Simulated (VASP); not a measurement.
The system is CoO.

```
CELL_PARAMETERS angstrom
1.47474 0.85144 2.39012
-1.47474 0.85144 2.39012
0.00000 -1.70288 2.39012
ATOMIC_POSITIONS crystal
Co 0.00000 0.00000 0.00000
O 0.50000 0.50000 0.50000
```

Program: VASP 6.6.1. Alike in all runs: task single point; spin collinear, ferromagnetic start; cell as given; k mesh 11 × 11 × 11; cutoff (eV) 520; smearing fermi-dirac 0.05 eV.

Order these runs on this cell by their pressure, lowest first.
A. level r2SCAN; potentials or basis VASP PAW PBE potentials, release 64 (Co, O)
B. level PBEsol; potentials or basis VASP PAW PBE potentials, release 64 (Co, O)
C. level LDA; potentials or basis VASP PAW LDA potentials, release 64 (Co, O)
D. level PBE; potentials or basis VASP PAW PBE potentials, release 64 (Co, O)

C (-12.8 GPa), B (0.8 GPa), A (8.3 GPa), D (10.3 GPa).

Caveats: a cell with one magnetic atom can't hold antiferromagnetic order, which such compounds often take; the PAW data sets were made with another functional, which shifts forces and pressure a little (some runs).
